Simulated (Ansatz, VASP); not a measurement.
## Two plane-wave programs on Al

```
Al
1.0
     2.22079   -4.03474    0.00000
     2.22079    4.03474    0.00000
     0.00000    0.00000    4.57712
Al
4
Direct
  0.15564 0.84436 0.06807
  0.65564 0.34436 0.43193
  0.84436 0.15564 0.93193
  0.34436 0.65564 0.56807
```

Alike in both runs: functional PBE; k mesh 12 × 12 × 10; occupations gaussian, width 0.1 eV; no spin polarisation.

Ansatz relaxed the structure, and its values are those at the end. VASP's run is a single point on that final structure, the one shown.

|  | VASP | Ansatz |
| --- | --- | --- |
| version | VASP 6.6.1 | Ansatz 0.2.0 |
| potentials or method | VASP PAW PBE potentials, release 64 (Al), cutoff 500 eV | scalar-relativistic, plane waves, PAW |
| valence electrons in the cell | 12 | 12 |

VASP gave:

```
gap on the k mesh at the Fermi level (eV) : none
pressure (GPa)                            : 0.0
rms of the force components (eV/Å)        : 0.004
```

Task: What did Ansatz give for the same quantities?

Result: gap on the k mesh at the Fermi level (eV): none; pressure (GPa): 0.0; rms of the force components (eV/Å): 0.003.

A gap of «none» marks a metal or a gap that the smearing closes.
